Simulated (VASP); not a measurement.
Input of a VASP 6.6.1 run:

Contents of INCAR:

```
SYSTEM = SiC
ALGO = Normal ; EDIFF = 1E-6
ENCUT = 520 ; GGA = PE
ISIF = 2 ; ISMEAR = 0
LASPH = .True. ; LCHARG = .True.
LELF = .True. ; LREAL = Auto
LVHAR = .True. ; LWAVE = .False.
NBANDS = 46 ; NELM = 60
PREC = Accurate ; SIGMA = 0.05
```

KPOINTS

```
k-points
0
Gamma
  6 6 6
  0 0 0
```

Contents of POSCAR:

```
SiC
1.0
    1.1185676313     -2.2098837344      5.1126112317
    1.1906772568     -3.5359568348     -5.8343460534
    3.0815721335      6.1917439120      0.6777960777
Si C
8 8
Direct
    0.3428877926      0.3329280640      0.1719607481
    0.8355568997      0.8334122983      0.1656911392
    0.3329873640      0.3283138607      0.6672437814
    0.8355156300      0.8334197451      0.6649195181
    0.9205531756      0.4100380974      0.3328751569
    0.4218020660      0.9147806438      0.3328929488
    0.9174087356      0.4217193635      0.8359442005
    0.4207335820      0.9140530358      0.8370721946
    0.5280186617      0.1405146609      0.1685590448
    0.0266109347      0.6491168700      0.1647675455
    0.5296803560      0.1475870151      0.6652819001
    0.0137258554      0.6350755326      0.6622150905
    0.1038832429      0.2239433690      0.3328303774
    0.6006079243      0.7293704417      0.3310706932
    0.1035384123      0.2239560848      0.8317806892
    0.6064893672      0.7217709173      0.8348949717
```

Potentials or basis: VASP PAW PBE potentials, release 64 (Si, C).

The run is started by

```console
$ cat potpaw_PBE.64/Si/POTCAR potpaw_PBE.64/C/POTCAR > POTCAR
$ mpirun -np 1 vasp_std > vasp.out
```

Question: Estimate the largest force.

Answer: 7.992 eV/Å.

Question: Estimate the pressure.

Answer: 11.2 GPa.

Question: Estimate the band gap on the k mesh.

Answer: Zero (bands 32 and 33 overlap by 0.44 eV).

Stress tensor (GPa, compression positive):
```
 81.67 -27.10   5.35
-27.10 -27.91 -32.54
  5.35 -32.54 -20.10
```

Caveat: the cell differs from its parent crystal (atoms moved at random and the cell strained at random); the cell stands under pressure; semilocal functionals underestimate gaps, so a narrow gap can read as zero; forces of over 1 eV/Å act on the atoms, so gaps and moduli don't describe the material at rest.
